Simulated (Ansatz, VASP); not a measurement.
**MgTl2S2 in VASP and in Ansatz**

```xyz
5
Lattice="-2.1152 2.1152 7.3856 2.1152 -2.1152 7.3856 2.1152 2.1152 -7.3856" Properties=species:S:1:pos:R:3 pbc="T T T"
Mg    0.0000    0.0000    0.0000
Tl    2.1152    0.0000    3.6928
Tl    0.0000    2.1152    3.6928
S     0.0000    0.0000    8.4969
S     0.0000    0.0000    6.2743
```

Alike in both runs: functional PBE; k mesh 12 × 12 × 12; occupations gaussian, width 0.1 eV; no spin polarisation.

Ansatz relaxed the structure, and its values are those at the end. VASP's run is a single point on that final structure, the one shown.

|  | VASP | Ansatz |
| --- | --- | --- |
| version | VASP 6.6.1 | Ansatz 0.2.0 |
| potentials or method | VASP PAW PBE potentials, release 64 (Mg, Tl_d, S), cutoff 520 eV | scalar-relativistic, plane waves, PAW |
| valence electrons in the cell | 40 | 48 |

```tsv
	VASP	Ansatz	Ansatz less VASP
gap on the k mesh at the Fermi level (eV)	none	none	-
pressure (GPa)	-0.1	0.0	+0.12
rms of the force components (eV/Å)	0.028	0.000	-0.0280
```

A gap of «none» marks a metal or a gap that the smearing closes. VASP's potentials hold 40 valence electrons a cell and Ansatz's 48, so a difference there can come from the potentials and not from the codes.

Spin-orbit coupling is off throughout.
